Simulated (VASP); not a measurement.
Here is a VASP 6.6.1 calculation.

Contents of POSCAR:

```
LiH
1.0
    0.0000000000      2.0166777899      2.0166777899
    2.0166777899      0.0000000000      2.0166777899
    2.0166777899      2.0166777899      0.0000000000
Li H
1 1
Direct
    0.0000000000      0.0000000000      0.0000000000
    0.5000000000      0.5000000000      0.5000000000
```

File INCAR.step1:

```
ALGO = Normal
EDIFF = 1E-5
ENCUT = 520
GGA = PE
ISIF = 2
ISMEAR = -1
LASPH = True
LREAL = False
LWAVE = True
NBANDS = 9
NELM = 60
PREC = Accurate
SIGMA = 0.05
```

INCAR.step2

```
ALGO = Normal
EDIFF = 1E-7
ENCUT = 520
GGA = PE
HFSCREEN = 0.2079
ISIF = 2
ISMEAR = -1
ISTART = 1
LASPH = True
LCHARG = True
LELF = True
LHFCALC = True
LREAL = False
LVHAR = True
LWAVE = False
NBANDS = 9
NELM = 60
PREC = Accurate
PRECFOCK = Normal
SIGMA = 0.05
```

KPOINTS

```
k-points
0
Gamma
  4 4 4
```

Potentials or basis: VASP PAW PBE potentials, release 64 (Li_sv, H).

The run is started by

```bash
$ cat potpaw_PBE.64/Li_sv/POTCAR potpaw_PBE.64/H/POTCAR > POTCAR
$ cp INCAR.step1 INCAR
$ mpirun -np 1 vasp_std > vasp.out
$ cp INCAR.step2 INCAR
$ mpirun -np 1 vasp_std > vasp.out
```

Question: Predict the band gap on the k mesh.

Answer: 4.01 eV.

Caveat: the k points lie up to 0.67 Å⁻¹ apart. A k mesh can miss the band edges.
